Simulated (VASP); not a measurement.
# AlN (kl) (F-43m) in VASP: further runs

AlN (kl) is run at these levels: LDA; tasks: single point, relaxation of cell and atoms.

Program: VASP 6.6.1. These are calculated values, not measurements. Logs are shortened: lines on timing, memory, paths and dates and some standing lists are left out, and cuts for length are marked.

**1. The cell of the first run**

Symmetry: F-43m, No. 216, cubic system. Conventional cell: a = 4.342 Å, b = 4.342 Å, c = 4.342 Å, α = 90.00°, β = 90.00°, γ = 90.00°. Al (site symmetry -43m) has 4 N at 1.88 Å within 2.5 Å. N (site symmetry -43m) has 4 Al at 1.88 Å within 2.5 Å.

**2. Single point, LDA**

The input, INCAR:

```
SYSTEM = AlN
  PREC = Accurate
  ENCUT = 600
  EDIFF = 1E-6
  ISMEAR = 0
  SIGMA = 0.02
  LREAL = .FALSE.
  LASPH = .TRUE.
  NELM = 120
  ALGO = Normal
  ISIF = 2
  LWAVE = .FALSE.
  LCHARG = .TRUE.
  LELF = .TRUE.
  LVHAR = .TRUE.
  NBANDS = 11
  GGA_COMPAT = .FALSE.
```

The input, KPOINTS:

```
Automatic mesh
0
G
  10 10 10
  0 0 0
```

The input, POSCAR:

```
AlN
1.0
    0.0000000000      2.1710505070      2.1710505070
    2.1710505070      0.0000000000      2.1710505070
    2.1710505070      2.1710505070      0.0000000000
Al N
1 1
Direct
    0.0000000000      0.0000000000      0.0000000000
    0.2500000000      0.2500000000      0.2500000000
```

Potentials or basis: VASP PAW LDA potentials, release 64 (Al, N).

Command:

```
cat potpaw_LDA.64/Al/POTCAR potpaw_LDA.64/N/POTCAR > POTCAR
mpirun -np 1 vasp_std > vasp.out
```

OUTCAR:

```text
SYSTEM = AlN
   PREC = Accurate
   ENCUT = 600
   EDIFF = 1E-6
   ISMEAR = 0
   LREAL = .FALSE.
   LASPH = .TRUE.
   NELM = 120
   ISIF = 2

 ion  position               nearest neighbor table
   1  0.000  0.000  0.000-   2 1.88   2 1.88   2 1.88   2 1.88
   2  0.250  0.250  0.250-   1 1.88   1 1.88   1 1.88   1 1.88

  LATTYP: Found a face centered cubic cell.
 ALAT       =     4.3421010140

  Lattice vectors:

 A1 = (   0.0000000000,   2.1710505070,   2.1710505070)
 A2 = (   2.1710505070,   0.0000000000,   2.1710505070)
 A3 = (   2.1710505070,   2.1710505070,   0.0000000000)

Analysis of symmetry for initial positions (statically):
=====================================================================
 Subroutine PRICEL returns:
 Original cell was already a primitive cell.

 Routine SETGRP: Setting up the symmetry group for a
 face centered cubic supercell.

 Subroutine GETGRP returns: Found 24 space group operations
 (whereof 24 operations were pure point group operations)
 out of a pool of 48 trial point group operations.

The static configuration has the point symmetry T_d .

Analysis of symmetry for dynamics (positions and initial velocities):
=====================================================================
 Subroutine PRICEL returns:
 Original cell was already a primitive cell.

 Routine SETGRP: Setting up the symmetry group for a
 face centered cubic supercell.

 Subroutine GETGRP returns: Found 24 space group operations
 (whereof 24 operations were pure point group operations)
 out of a pool of 48 trial point group operations.

The dynamic configuration has the point symmetry T_d .

 Subroutine INISYM returns: Found 24 space group operations
 (whereof 24 operations are pure point group operations),
 and found     1 'primitive' translations

----------------------------------------------------------------------------------------

                                     Primitive cell

  volume of cell :      20.4663

  direct lattice vectors                    reciprocal lattice vectors
     0.000000000  2.171050507  2.171050507    -0.230303256  0.230303256  0.230303256
     2.171050507  0.000000000  2.171050507     0.230303256 -0.230303256  0.230303256
     2.171050507  2.171050507  0.000000000     0.230303256  0.230303256 -0.230303256

  length of vectors
     3.070329072  3.070329072  3.070329072     0.398896940  0.398896940  0.398896940

  position of ions in fractional coordinates (direct lattice)
     0.000000000  0.000000000  0.000000000
     0.250000000  0.250000000  0.250000000

  ion indices of the primitive-cell ions
   primitive index   ion index
                 1           1
                 2           2

----------------------------------------------------------------------------------------

 KPOINTS: Automatic mesh

Automatic generation of k-mesh.
 Grid dimensions read from file:
 generate k-points for:   10   10   10

 Generating k-lattice:

  Cartesian coordinates                     Fractional coordinates (reciprocal lattice)
    -0.023030326  0.023030326  0.023030326     0.100000000  0.000000000  0.000000000
     0.023030326 -0.023030326  0.023030326     0.000000000  0.100000000  0.000000000
     0.023030326  0.023030326 -0.023030326     0.000000000  0.000000000  0.100000000

  Length of vectors
     0.039889694  0.039889694  0.039889694

  Shift w.r.t. Gamma in fractional coordinates (k-lattice)
     0.000000000  0.000000000  0.000000000

 Subroutine IBZKPT returns following result:
 ===========================================

 Found     47 irreducible k-points:

 Following reciprocal coordinates:
            Coordinates               Weight
  0.000000  0.000000  0.000000      1.000000
  0.100000  0.000000  0.000000      8.000000
  0.200000  0.000000  0.000000      8.000000
  0.300000  0.000000  0.000000      8.000000
  0.400000  0.000000  0.000000      8.000000
  0.500000  0.000000  0.000000      4.000000
[... 16 lines left out ...]
  0.300000  0.300000  0.000000      6.000000
  0.400000  0.300000  0.000000     24.000000
 [... further k-points ...]
   k-points           NKPTS =     47   k-points in BZ     NKDIM =     47   number of bands    NBANDS=     11
   number of dos      NEDOS =    301   number of ions     NIONS =      2
   total plane-waves  NPLWV =  21952
   dimension x,y,z NGX =    28 NGY =   28 NGZ =   28
   dimension x,y,z NGXF=    56 NGYF=   56 NGZF=   56
   ions per type =               1   1
   NGX,Y,Z   is equivalent  to a cutoff of  15.16, 15.16, 15.16 a.u.
   NGXF,Y,Z  is equivalent  to a cutoff of  30.32, 30.32, 30.32 a.u.
 SYSTEM =  AlN
   PREC   = accura    normal or accurate (medium, high low for compatibility)
   ISTART =      0    job   : 0-new  1-cont  2-samecut
   ICHARG =      2    charge: 1-file 2-atom 10-const
   ISPIN  =      1    spin polarized calculation?
   LNONCOLLINEAR =      F non collinear calculations
   LSORBIT =      F    spin-orbit coupling
   LASPH  =      T    aspherical Exc in radial PAW
   ENCUT  =  600.0 eV  44.10 Ry    6.64 a.u.   6.13  6.13  6.13*2*pi/ulx,y,z
   NELM   =    120;   NELMIN=  2; NELMDL= -5     # of ELM steps
   EDIFF  = 0.1E-05   stopping-criterion for ELM
   LREAL  =      F    real-space projection
   EDIFFG = 0.1E-04   stopping-criterion for IOM
   NSW    =      0    number of steps for IOM
   IBRION =     -1    ionic relax: 0-MD 1-quasi-New 2-CG
   NFREE  =      0    steps in history (QN), initial steepest desc. (CG)
   ISIF   =      2    stress and relaxation
   ISYM   =      2    0-nonsym 1-usesym 2-fastsym
   POTIM  = 0.5000    time-step for ionic-motion
   TEBEG  =    0.0;   TEEND  =   0.0 temperature during run
   PSTRESS=    0.0 pullay stress
   NELECT =       8.0000    total number of electrons
   NUPDOWN=      -1.0000    fix difference up-down
   EMIN   =  10.00;   EMAX   =-10.00  energy-range for DOS
   EFERMI =   0.00;   METHOD = LEGACY
   ISMEAR =     0;   SIGMA  =   0.02  broadening in eV -4-tet -1-fermi 0-gaus
   EFERMI_NEDOS =   21; number of points for ismear=-14 and -15
   IALGO  =     38    algorithm
   IMIX   =      4    mixing-type and parameters
     AMIX     =   0.40;   BMIX     =  1.00
     AMIX_MAG =   1.60;   BMIX_MAG =  1.00
  volume/ion in A,a.u.               =      10.23        69.06
  Fermi-wavevector in a.u.,A,eV,Ry     =   1.196993  2.261989 19.494318  1.432792
  Thomas-Fermi vector in A             =   2.332919
   LORBIT       =      0    0 simple, 1 ext, 2 COOP (PROOUT), +10 PAW based schemes
   GGA     = CA    functional components
   LHFCALC =     F    Hartree Fock is set to
   AEXX    =    0.0000 exact exchange contribution
   IVDW    =     0    specifies the selected vdW correction
   LEPSILON=     F    determine dielectric tensor
   LRPA    =     F    only Hartree local field effects (RPA)
 non-spin polarized calculation
 Gauss-broadening in eV      SIGMA  =   0.02
  energy-cutoff  :      600.00
  volume of cell :       20.47
 maximum number of plane-waves:       701
 NGX is ok and might be reduce to    28
   NGX = 13   NGY = 13   NGZ = 13

 number of electron       8.0000000 magnetization

 Free energy of the ion-electron system (eV)
  ---------------------------------------------------
  ext. energy  EPLUGINS =         0.00000000
  ---------------------------------------------------
  free energy    TOTEN  =       -16.37602209 eV

  energy without entropy =      -16.37602209  energy(sigma->0) =      -16.37602209

 E-fermi :   5.9620     XC(G=0): -11.3441

 val. band max:        5.8777836757   @ k =   0.0000   0.0000   0.0000
 cond. band min:       9.1087171329   @ k =   0.5000   0.5000   0.0000
 fundamental gap:      3.2309334572
 Fermi energy:         5.9619601827

 k-point     1 :       0.0000    0.0000    0.0000
  band No.  band energies     occupation
      1      -9.0505      2.00000
      2       5.8778      2.00000
      3       5.8778      2.00000
      4       5.8778      2.00000
      5      10.2724      0.00000
      6      18.3872      0.00000
      7      18.3872      0.00000
      8      18.3872      0.00000
      9      23.5430      0.00000
     10      23.5430      0.00000
     11      24.9622      0.00000

 k-point     2 :       0.1000    0.0000    0.0000
  band No.  band energies     occupation
      1      -8.8978      2.00000
      2       5.0717      2.00000
      3       5.8254      2.00000
      4       5.8254      2.00000
      5      10.9111      0.00000
      6      18.0053      0.00000
      7      18.5223      0.00000
      8      18.5223      0.00000
      9      22.2764      0.00000
     10      22.2764      0.00000
     11      24.1612      0.00000

 k-point     3 :       0.2000    0.0000    0.0000
  band No.  band energies     occupation
      1      -8.4618      2.00000
      2       3.4499      2.00000
      3       5.6946      2.00000
      4       5.6946      2.00000
      5      12.0016      0.00000
      6      17.2217      0.00000
      7      18.4490      0.00000
      8      18.4490      0.00000
      9      21.7407      0.00000
     10      21.7407      0.00000
     11      23.2992      0.00000

 k-point     4 :       0.3000    0.0000    0.0000
  band No.  band energies     occupation
      1      -7.8233      2.00000
      2       1.7636      2.00000
      3       5.5448      2.00000
      4       5.5448      2.00000
      5      12.8036      0.00000
      6      16.4853      0.00000
      7      17.7782      0.00000
      8      17.7782      0.00000
      9      22.8066      0.00000
     10      22.8066      0.00000
     11      23.1197      0.00000
[... 239 lines left out ...]
 k-point    22 :      -0.2000    0.2000    0.0000
  band No.  band energies     occupation
      1      -7.6136      2.00000
      2       2.0818      2.00000
      3       4.1437      2.00000
      4       5.6213      2.00000
      5      13.5205      0.00000
      6      15.8152      0.00000
      7      17.2572      0.00000
      8      18.3194      0.00000
      9      20.8092      0.00000
     10      24.2710      0.00000
     11      27.2628      0.00000

 k-point    23 :       0.3000    0.3000    0.0000
  band No.  band energies     occupation
      1      -7.4275      2.00000
      2       2.3386      2.00000
      3       4.6102      2.00000
      4       4.6102      2.00000
      5      11.1811      0.00000
      6      15.4975      0.00000
      7      17.8132      0.00000
      8      20.3537      0.00000
      9      20.3537      0.00000
     10      26.2545      0.00000
     11      29.8038      0.00000

 k-point    24 :       0.4000    0.3000    0.0000
  band No.  band energies     occupation
      1      -6.9325      2.00000
      2       1.6747      2.00000
      3       4.1354      2.00000
      4       4.4438      2.00000
      5      10.7405      0.00000
      6      15.3313      0.00000
      7      18.1887      0.00000
      8      20.4387      0.00000
      9      20.9546      0.00000
     10      27.1718      0.00000
     11      29.5840      0.00000

 [... further k-points ...]

------------------------ aborting loop because EDIFF is reached ----------------------------------------

  FORCE on cell =-STRESS in cart. coord.  units (eV):
  Direction    XX          YY          ZZ          XY          YZ          ZX
  --------------------------------------------------------------------------------------
  -------------------------------------------------------------------------------------
  Total        0.0727792      0.0727792      0.0727792     -0.0000000     -0.0000000      0.0000000
  in kB        5.6974146      5.6974146      5.6974146     -0.0000000     -0.0000000      0.0000000
  external PRESSURE =       5.6974146 kB  Pullay stress =       0.0000000 kB

 VOLUME and BASIS-vectors are now :
 -----------------------------------------------------------------------------
  energy-cutoff  :      600.00
  volume of cell :       20.47
      direct lattice vectors                 reciprocal lattice vectors
     0.000000000  2.171050507  2.171050507    -0.230303256  0.230303256  0.230303256
     2.171050507  0.000000000  2.171050507     0.230303256 -0.230303256  0.230303256
     2.171050507  2.171050507  0.000000000     0.230303256  0.230303256 -0.230303256

 POSITION                                       TOTAL-FORCE (eV/Angst)
 -----------------------------------------------------------------------------------
      0.00000      0.00000      0.00000         0.000000      0.000000     -0.000000
      1.08553      1.08553      1.08553        -0.000000     -0.000000      0.000000
 -----------------------------------------------------------------------------------
    total drift:                               -0.000000     -0.000000     -0.000000

  FREE ENERGIE OF THE ION-ELECTRON SYSTEM (eV)
  ---------------------------------------------------
  free  energy   TOTEN  =       -16.3760220860 eV

  energy  without entropy=      -16.3760220860  energy(sigma->0) =      -16.37602209
```

Wall time 12 s (1 thread of Intel Xeon Platinum 8488C (Sapphire Rapids), shared host); peak memory 0.14 GiB.

Results:

```
Free energy            : -16.3760 eV
Pressure               : 0.6 GPa
Band gap on the k mesh : 3.23 eV, indirect (least direct gap 4.39 eV)
```

**3. Single point, LDA**

The input, INCAR:

```
PREC     = Accurate       # precision mode
ENCUT    = 600            # plane-wave cutoff, eV
EDIFF    = 1E-6           # SCF threshold, eV
ISMEAR   = 0              # smearing method
SIGMA    = 0.02           # smearing width, eV
LREAL    = False          # projectors in reciprocal space
LASPH    = True           # aspherical terms in the spheres
NELM     = 120            # most SCF steps
ALGO     = Normal         # electronic algorithm
ISIF     = 2              # what is computed and relaxed
LWAVE    = False          # write WAVECAR
LCHARG   = True           # write CHGCAR
LELF     = True           # ELF
LVHAR    = True         
NBANDS   = 11             # bands
GGA_COMPAT= False
```

The input, KPOINTS:

```
Automatic mesh
0
Gamma
  10 10 10
```

POSCAR is that of step 2.

Potentials or basis: VASP PAW LDA potentials, release 64 (Al, N).

Command:

```
cat potpaw_LDA.64/Al/POTCAR potpaw_LDA.64/N/POTCAR > POTCAR
mpirun -np 1 vasp_std > vasp.out
```

Wall time 11 s (1 thread of Intel Xeon Platinum 8488C (Sapphire Rapids), shared host); peak memory 0.13 GiB.

It converged, with:

- Free energy: -16.3760 eV
- Pressure: 0.6 GPa
- Band gap on the k mesh: 3.23 eV, indirect (least direct gap 4.39 eV)

Levels at points of the mesh, in eV from the valence-band top:
```
           k point  band 1  band 2  band 3  band 4  band 5  band 6  band 7  band 8  band 9
(0.00, 0.00, 0.00)  -14.93    0.00    0.00    0.00    4.39   12.51   12.51   12.51   17.67
(0.50, 0.00, 0.00)  -12.75   -5.99   -0.49   -0.49    7.43    9.89   11.07   11.07   17.98
(0.50, 0.50, 0.00)  -12.08   -5.01   -1.81   -1.81    3.23    8.52   13.99   15.71   15.71
```

A k mesh can miss the band edges. Expect the measured gap to be larger: semilocal functionals such as LDA lack the derivative discontinuity.

**4. Relaxation of cell and atoms, LDA**

This run uses another cell than the first one, of 10.42 Å³/atom, 1.018 times its volume.

The input, INCAR:

```
ALGO     = Normal         # electronic algorithm
EDIFF    = 1E-7           # SCF threshold, eV
EDIFFG   = -0.002         # ionic threshold
ENCUT    = 600            # plane-wave cutoff, eV
GGA      = CA             # functional
GGA_COMPAT= False        
IBRION   = 2              # ionic algorithm
ISIF     = 3              # what is computed and relaxed
ISMEAR   = 0              # smearing method
LASPH    = True           # aspherical terms in the spheres
LCHARG   = False          # write CHGCAR
LREAL    = False          # projectors in reciprocal space
LWAVE    = False          # write WAVECAR
NELM     = 120            # most SCF steps
NELMIN   = 4            
NSW      = 100            # ionic steps
PREC     = Accurate       # precision mode
SIGMA    = 0.02           # smearing width, eV
```

The input, KPOINTS:

```
k-points
0
Gamma
  10 10 10
```

The input, POSCAR:

```
AlN
1.0
    0.0000000000      2.1839935600      2.1839935600
    2.1839935600      0.0000000000      2.1839935600
    2.1839935600      2.1839935600      0.0000000000
Al N
1 1
Direct
    0.0000000000      0.0000000000      0.0000000000
    0.2500000000      0.2500000000      0.2500000000
```

Command:

```
cat potpaw_LDA.64/Al/POTCAR potpaw_LDA.64/N/POTCAR > POTCAR
mpirun -np 1 vasp_std > vasp.out
```

It took 14 s on 1 thread of Intel Xeon Platinum 8488C (Sapphire Rapids), shared host; peak memory 0.14 GiB.

Results (log left out):

```yaml
Free_energy: -16.3765 eV
Relaxed_volume: 10.26 Å³/atom
Relaxed_cell: a = 3.073 Å, b = 3.073 Å, c = 3.073 Å, α = 60.00°, β = 60.00°, γ = 60.00°
Space_group_after_relaxing_to_0.05_Å: F-43m (No. 216)
Energy_gained_by_relaxing: 1.5 meV/atom
Ionic_steps: 3
Pressure_after_relaxing: 0.0 GPa
Band_gap_on_the_k_mesh: 3.23 eV, indirect (least direct gap 4.37 eV)
```

Step by step:
| step | energy change (eV) | largest force (eV/Å) | pressure (GPa) | volume (Å³) |
| --- | --- | --- | --- | --- |
| 1 | 0.0000 | 0.0000 | -3.11 | 20.83 |
| 2 | -0.0003 | 0.0000 | 3.10 | 20.23 |
| 3 | -0.0031 | 0.0000 | -0.01 | 20.52 |

Final structure:
```
Al N
1.0
     0.00000    2.17300    2.17300
     2.17300    0.00000    2.17300
     2.17300    2.17300    0.00000
Al N
1 1
Cartesian
  0.0000 0.0000 0.0000
  1.0865 1.0865 1.0865
```

Levels at points of the mesh, in eV from the valence-band top:
```csv
k point,band 1,band 2,band 3,band 4,band 5,band 6,band 7,band 8
"(0.00, 0.00, 0.00)",-14.91,0.00,0.00,0.00,4.37,12.48,12.48,12.48
"(0.50, 0.00, 0.00)",-12.75,-5.97,-0.49,-0.49,7.41,9.87,11.06,11.06
"(0.50, 0.50, 0.00)",-12.07,-5.00,-1.81,-1.81,3.23,8.50,13.96,15.68
```

A k mesh can miss the band edges. A hybrid or GW would open this gap; LDA tends to underestimate it.
